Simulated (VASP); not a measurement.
# Ge in VASP: further runs

Runs on Ge. Level: LDA. Tasks: single point.

All numbers are computed with VASP 6.6.1; they aren't measurements. Logs are shortened: lines on timing, memory, paths and dates and some standing lists are left out, and cuts for length are marked.

## (1) The cell of the first run

It takes space group Cmmm (No. 65, orthorhombic). The conventional cell has a = 2.794 Å, b = 5.201 Å, c = 2.698 Å, α = 90.00°, β = 90.00°, γ = 90.00°. Within 3.6 Å of Ge (site symmetry mmm) lie 8 Ge at 2.70 to 2.95 Å.

## (2) Single point, LDA

The input, INCAR:

```
SYSTEM = Ge
ALGO     = Normal         ! electronic algorithm
EDIFF    = 1E-6           ! SCF threshold, eV
ENCUT    = 520            ! plane-wave cutoff, eV
GGA      = CA             ! functional
ISIF     = 2              ! what is computed and relaxed
ISMEAR   = -1             ! smearing method
LASPH    = .True.         ! aspherical terms in the spheres
LCHARG   = .True.         ! write CHGCAR
LELF     = .True.         ! ELF
LREAL    = .False.        ! projectors in reciprocal space
LVHAR    = .True.       
LWAVE    = .False.        ! write WAVECAR
NBANDS   = 13             ! bands
NELM     = 100            ! most SCF steps
PREC     = Accurate       ! precision mode
SIGMA    = 0.05           ! smearing width, eV
```

The input, KPOINTS:

```
k-points
0
Gamma
  14 14 13
  0 0 0
```

The input, POSCAR:

```
Ge
1.0
    1.3971490000     -2.6005160000      0.0000000000
    1.3971490000      2.6005160000      0.0000000000
    0.0000000000      0.0000000000      2.6982310000
Ge
1
Direct
    0.5000000000      0.5000000000      0.0000000000
```

Potentials or basis: VASP PAW LDA potentials, release 64 (Ge_d).

Command:

```sh
cat potpaw_LDA.64/Ge_d/POTCAR > POTCAR
mpirun -np 1 vasp_std > vasp.out
```

OUTCAR:

```text
SYSTEM = Ge
   EDIFF = 1E-6
   ENCUT = 520
   GGA = CA
   ISIF = 2
   ISMEAR = -1
   LASPH = .True.
   LREAL = .False.
   NELM = 100
   PREC = Accurate

 ion  position               nearest neighbor table
   1  0.500  0.500  0.000-

  LATTYP: Found a base centered orthorhombic cell.
 ALAT       =     2.7942980000
 B/A-ratio  =     1.8613018368
 C/A-ratio  =     0.9656203454

  Lattice vectors:

 A1 = (   1.3971490000,  -2.6005160000,   0.0000000000)
 A2 = (   1.3971490000,   2.6005160000,   0.0000000000)
 A3 = (   0.0000000000,   0.0000000000,   2.6982310000)

Analysis of symmetry for initial positions (statically):
=====================================================================
 Subroutine PRICEL returns:
 Original cell was already a primitive cell.

 Routine SETGRP: Setting up the symmetry group for a
 base centered orthorhombic supercell.

 Subroutine GETGRP returns: Found  8 space group operations
 (whereof  8 operations were pure point group operations)
 out of a pool of  8 trial point group operations.

The static configuration has the point symmetry D_2h.

Analysis of symmetry for dynamics (positions and initial velocities):
=====================================================================
 Subroutine PRICEL returns:
 Original cell was already a primitive cell.

 Routine SETGRP: Setting up the symmetry group for a
 base centered orthorhombic supercell.

 Subroutine GETGRP returns: Found  8 space group operations
 (whereof  8 operations were pure point group operations)
 out of a pool of  8 trial point group operations.

The dynamic configuration has the point symmetry D_2h.

 Subroutine INISYM returns: Found  8 space group operations
 (whereof  8 operations are pure point group operations),
 and found     1 'primitive' translations

----------------------------------------------------------------------------------------

                                     Primitive cell

  volume of cell :      19.6070

  direct lattice vectors                    reciprocal lattice vectors
     1.397149000 -2.600516000  0.000000000     0.357871637 -0.192269534  0.000000000
     1.397149000  2.600516000  0.000000000     0.357871637  0.192269534  0.000000000
     0.000000000  0.000000000  2.698231000     0.000000000  0.000000000  0.370613191

  length of vectors
     2.952068562  2.952068562  2.698231000     0.406250763  0.406250763  0.370613191

  position of ions in fractional coordinates (direct lattice)
     0.500000000  0.500000000  0.000000000

  ion indices of the primitive-cell ions
   primitive index   ion index
                 1           1

----------------------------------------------------------------------------------------

 KPOINTS: k-points

Automatic generation of k-mesh.
 Grid dimensions read from file:
 generate k-points for:   14   14   13

 Generating k-lattice:

  Cartesian coordinates                     Fractional coordinates (reciprocal lattice)
     0.025562260 -0.013733538  0.000000000     0.071428571  0.000000000  0.000000000
     0.025562260  0.013733538  0.000000000     0.000000000  0.071428571  0.000000000
     0.000000000  0.000000000  0.028508707     0.000000000  0.000000000  0.076923077

  Length of vectors
     0.029017912  0.029017912  0.028508707

  Shift w.r.t. Gamma in fractional coordinates (k-lattice)
     0.000000000  0.000000000  0.000000000

 Subroutine IBZKPT returns following result:
 ===========================================

 Found    399 irreducible k-points:

 Following reciprocal coordinates:
            Coordinates               Weight
  0.000000  0.000000  0.000000      1.000000
  0.071429  0.000000  0.000000      4.000000
  0.142857 -0.000000  0.000000      4.000000
  0.214286  0.000000  0.000000      4.000000
  0.285714  0.000000  0.000000      4.000000
  0.357143 -0.000000  0.000000      4.000000
[... 16 lines left out ...]
  0.214286  0.142857  0.000000      4.000000
  0.285714  0.142857  0.000000      4.000000
 [... further k-points ...]
   k-points           NKPTS =    399   k-points in BZ     NKDIM =    399   number of bands    NBANDS=     13
   number of dos      NEDOS =    301   number of ions     NIONS =      1
   total plane-waves  NPLWV =  11520
   dimension x,y,z NGX =    24 NGY =   24 NGZ =   20
   dimension x,y,z NGXF=    48 NGYF=   48 NGZF=   40
   ions per type =               1
   NGX,Y,Z   is equivalent  to a cutoff of  13.52, 13.52, 12.32 a.u.
   NGXF,Y,Z  is equivalent  to a cutoff of  27.03, 27.03, 24.65 a.u.
 SYSTEM =  Ge
   PREC   = accura    normal or accurate (medium, high low for compatibility)
   ISTART =      0    job   : 0-new  1-cont  2-samecut
   ICHARG =      2    charge: 1-file 2-atom 10-const
   ISPIN  =      1    spin polarized calculation?
   LNONCOLLINEAR =      F non collinear calculations
   LSORBIT =      F    spin-orbit coupling
   LASPH  =      T    aspherical Exc in radial PAW
   ENCUT  =  520.0 eV  38.22 Ry    6.18 a.u.   5.49  5.49  5.02*2*pi/ulx,y,z
   NELM   =    100;   NELMIN=  2; NELMDL= -5     # of ELM steps
   EDIFF  = 0.1E-05   stopping-criterion for ELM
   LREAL  =      F    real-space projection
   EDIFFG = 0.1E-04   stopping-criterion for IOM
   NSW    =      0    number of steps for IOM
   IBRION =     -1    ionic relax: 0-MD 1-quasi-New 2-CG
   NFREE  =      0    steps in history (QN), initial steepest desc. (CG)
   ISIF   =      2    stress and relaxation
   ISYM   =      2    0-nonsym 1-usesym 2-fastsym
   POTIM  = 0.5000    time-step for ionic-motion
   TEBEG  =    0.0;   TEEND  =   0.0 temperature during run
   PSTRESS=    0.0 pullay stress
   NELECT =      14.0000    total number of electrons
   NUPDOWN=      -1.0000    fix difference up-down
   EMIN   =  10.00;   EMAX   =-10.00  energy-range for DOS
   EFERMI =   0.00;   METHOD = LEGACY
   ISMEAR =    -1;   SIGMA  =   0.05  broadening in eV -4-tet -1-fermi 0-gaus
   EFERMI_NEDOS =   21; number of points for ismear=-14 and -15
   IALGO  =     38    algorithm
   IMIX   =      4    mixing-type and parameters
     AMIX     =   0.40;   BMIX     =  1.00
     AMIX_MAG =   1.60;   BMIX_MAG =  1.00
  volume/ion in A,a.u.               =      19.61       132.31
  Fermi-wavevector in a.u.,A,eV,Ry     =   1.463234  2.765111 29.130796  2.141053
  Thomas-Fermi vector in A             =   2.579353
   LORBIT       =      0    0 simple, 1 ext, 2 COOP (PROOUT), +10 PAW based schemes
   GGA     = CA    functional components
   LHFCALC =     F    Hartree Fock is set to
   AEXX    =    0.0000 exact exchange contribution
   IVDW    =     0    specifies the selected vdW correction
   LEPSILON=     F    determine dielectric tensor
   LRPA    =     F    only Hartree local field effects (RPA)
 non-spin polarized calculation
  energy-cutoff  :      520.00
  volume of cell :       19.61
 maximum number of plane-waves:       543
 NGX is ok and might be reduce to    24
   NGX = 11   NGY = 11   NGZ = 11

 number of electron      14.0000003 magnetization

 Free energy of the ion-electron system (eV)
  ---------------------------------------------------
  ext. energy  EPLUGINS =         0.00000000
  ---------------------------------------------------
  free energy    TOTEN  =        -4.96169132 eV

  energy without entropy =       -4.95775347  energy(sigma->0) =       -4.95972240

 E-fermi :   5.9424     XC(G=0): -11.3211

 val. band max:        5.9422646352   @ k =  -0.4286   0.2857   0.3846
 cond. band min:       5.9466030503   @ k =   0.2857   0.0000   0.0769
 fundamental gap:      0.0043384151
 Fermi energy:         5.9423919752

 k-point     1 :       0.0000    0.0000    0.0000
  band No.  band energies     occupation
      1     -18.8873      2.00000
      2     -18.8213      2.00000
      3     -18.7705      2.00000
      4     -18.6725      2.00000
      5     -18.6544      2.00000
      6      -6.9258      2.00000
      7      12.5327      0.00000
      8      12.9739      0.00000
      9      14.4644      0.00000
     10      16.1973      0.00000
     11      18.4815      0.00000
     12      20.8147      0.00000
     13      21.0053      0.00000

 k-point     2 :       0.0714    0.0000    0.0000
  band No.  band energies     occupation
      1     -18.8837      2.00000
      2     -18.8158      2.00000
      3     -18.7712      2.00000
      4     -18.6733      2.00000
      5     -18.6568      2.00000
      6      -6.8024      2.00000
      7      12.4676      0.00000
      8      12.6522      0.00000
      9      13.3845      0.00000
     10      16.5270      0.00000
     11      18.4614      0.00000
     12      19.6769      0.00000
     13      21.6624      0.00000

 k-point     3 :       0.1429   -0.0000    0.0000
  band No.  band energies     occupation
      1     -18.8745      2.00000
      2     -18.8025      2.00000
      3     -18.7703      2.00000
      4     -18.6758      2.00000
      5     -18.6634      2.00000
      6      -6.4323      2.00000
      7      10.6794      0.00000
      8      12.0662      0.00000
      9      13.0059      0.00000
     10      16.5635      0.00000
     11      17.5971      0.00000
     12      20.7445      0.00000
     13      23.5332      0.00000

 k-point     4 :       0.2143    0.0000    0.0000
  band No.  band energies     occupation
      1     -18.8642      2.00000
      2     -18.7936      2.00000
      3     -18.7557      2.00000
      4     -18.6814      2.00000
      5     -18.6709      2.00000
      6      -5.8171      2.00000
      7       8.2510      0.00000
      8      11.1361      0.00000
      9      13.5778      0.00000
     10      15.5755      0.00000
     11      17.9712      0.00000
     12      22.5915      0.00000
     13      25.7425      0.00000

 k-point     5 :       0.2857    0.0000    0.0000
  band No.  band energies     occupation
      1     -18.8581      2.00000
      2     -18.7904      2.00000
      3     -18.7281      2.00000
      4     -18.6911      2.00000
      5     -18.6758      2.00000
      6      -4.9629      2.00000
      7       5.8403      1.77012
      8      10.3738      0.00000
      9      14.3326      0.00000
     10      14.6606      0.00000
     11      18.7545      0.00000
     12      24.6885      0.00000
     13      26.8092      0.00000
[... 257 lines left out ...]
 k-point    22 :       0.1429    0.1429    0.0000
  band No.  band energies     occupation
      1     -18.8568      2.00000
      2     -18.7918      2.00000
      3     -18.7428      2.00000
      4     -18.6842      2.00000
      5     -18.6771      2.00000
      6      -5.3915      2.00000
      7       7.4449      0.00000
      8       9.8370      0.00000
      9      13.9669      0.00000
     10      17.3071      0.00000
     11      17.9326      0.00000
     12      19.9101      0.00000
     13      28.2524      0.00000

 k-point    23 :       0.2143    0.1429    0.0000
  band No.  band energies     occupation
      1     -18.8480      2.00000
      2     -18.7954      2.00000
      3     -18.7149      2.00000
      4     -18.6946      2.00000
      5     -18.6797      2.00000
      6      -4.5139      2.00000
      7       5.4859      1.99978
      8       8.4590      0.00000
      9      14.7193      0.00000
     10      17.2465      0.00000
     11      18.9990      0.00000
     12      21.1932      0.00000
     13      26.4343      0.00000

 k-point    24 :       0.2857    0.1429    0.0000
  band No.  band energies     occupation
      1     -18.8442      2.00000
      2     -18.7916      2.00000
      3     -18.7029      2.00000
      4     -18.6944      2.00000
      5     -18.6825      2.00000
      6      -3.4291      2.00000
      7       3.5079      2.00000
      8       7.4798      0.00000
      9      15.5510      0.00000
     10      16.9940      0.00000
     11      20.1620      0.00000
     12      23.1877      0.00000
     13      24.7534      0.00000

 [... further k-points ...]

------------------------ aborting loop because EDIFF is reached ----------------------------------------

  FORCE on cell =-STRESS in cart. coord.  units (eV):
  Direction    XX          YY          ZZ          XY          YZ          ZX
  --------------------------------------------------------------------------------------
  -------------------------------------------------------------------------------------
  Total       -0.5606543     -0.7651449     -0.8110988     -0.0000000      0.0000000      0.0000000
  in kB      -45.8135947    -62.5234461    -66.2785478     -0.0000000      0.0000000      0.0000000
  external PRESSURE =     -58.2051962 kB  Pullay stress =       0.0000000 kB

 VOLUME and BASIS-vectors are now :
 -----------------------------------------------------------------------------
  energy-cutoff  :      520.00
  volume of cell :       19.61
      direct lattice vectors                 reciprocal lattice vectors
     1.397149000 -2.600516000  0.000000000     0.357871637 -0.192269534  0.000000000
     1.397149000  2.600516000  0.000000000     0.357871637  0.192269534  0.000000000
     0.000000000  0.000000000  2.698231000     0.000000000  0.000000000  0.370613191

 POSITION                                       TOTAL-FORCE (eV/Angst)
 -----------------------------------------------------------------------------------
      1.39715      0.00000      0.00000         0.000000      0.000000      0.000000
 -----------------------------------------------------------------------------------
    total drift:                               -0.000000     -0.000000     -0.000000

  FREE ENERGIE OF THE ION-ELECTRON SYSTEM (eV)
  ---------------------------------------------------
  free  energy   TOTEN  =        -4.9616913206 eV

  energy  without entropy=       -4.9577534728  energy(sigma->0) =       -4.95972240
```

Wall time 31 s (1 thread of AMD EPYC 9R45 (Zen 5), shared host); peak memory 0.17 GiB.

What came out:

| Quantity | Value |
| --- | --- |
| Free energy | -4.9617 eV |
| Pressure | -5.8 GPa |
| Band gap on the k mesh | zero (band 7 reaches 12.53 eV, above the bottom of band 8 at 3.34 eV) |

Levels at points of the mesh, in eV from the Fermi level:
```
           k point  band 4  band 5  band 6  band 7  band 8  band 9  band 10  band 11
(0.00, 0.00, 0.00)  -24.61  -24.60  -12.87    6.59    7.03    8.52    10.25    12.54
(0.50, 0.00, 0.00)  -24.62  -24.62   -7.86   -5.26    3.39    7.54    10.39    16.50
(0.50, 0.50, 0.00)  -24.63  -24.60   -8.71   -5.47    5.16    9.22     9.74    15.79
```

## (3) Single point, LDA

The input, INCAR:

```
SYSTEM = Ge
PREC = Accurate ; ENCUT = 520
EDIFF = 1E-6 ; ISMEAR = -1
SIGMA = 0.05 ; LREAL = .False.
LASPH = .True. ; NELM = 80
ALGO = Normal ; ISIF = 2
LWAVE = .False. ; LCHARG = .False.
GGA = CA ; NBANDS = 13
```

The input, KPOINTS:

```
Automatic mesh
0
Gamma
  14 14 13
  0 0 0
```

The input, POSCAR:

```
Ge
1.0
    1.4101515800     -2.6075017450      0.0060168350
    1.3841464200      2.5935302550     -0.0199883250
   -0.0134911550     -0.0134911550      2.6982310000
Ge
1
Direct
    0.5000000000      0.5000000000      0.0000000000
```

Potentials or basis: VASP PAW LDA potentials, release 64 (Ge_d).

Command:

```sh
cat potpaw_LDA.64/Ge_d/POTCAR > POTCAR
mpirun -np 1 vasp_std > vasp.out
```

Wall time 96 s (1 thread of AMD EPYC 9R45 (Zen 5), shared host); peak memory 0.35 GiB.

It converged, with:

| Item | Value |
| --- | --- |
| Free energy | -4.9613 eV |
| Pressure | -5.8 GPa |
| Band gap on the k mesh | zero (band 7 reaches 12.53 eV, above the bottom of band 8 at 3.31 eV) |

Stress tensor (GPa, compression positive):
```
-4.62 -0.15  0.50
-0.15 -6.20  0.42
 0.50  0.42 -6.64
```

Levels at points of the mesh, in eV from the Fermi level:
```csv
k point,band 3,band 4,band 5,band 6,band 7,band 8,band 9,band 10,band 11,band 12
"(0.00, 0.00, 0.00)",-24.71,-24.62,-24.60,-12.87,6.59,7.03,8.52,10.26,12.54,14.76
"(0.50, 0.00, 0.00)",-24.65,-24.62,-24.62,-7.92,-5.28,3.54,7.68,10.34,16.47,16.48
"(0.00, 0.50, 0.00)",-24.65,-24.63,-24.62,-7.79,-5.23,3.25,7.41,10.42,16.44,16.54
"(0.50, 0.50, 0.00)",-24.66,-24.63,-24.61,-8.71,-5.47,5.16,9.22,9.73,15.74,16.21
```

(Continued in part 2 of 2.)
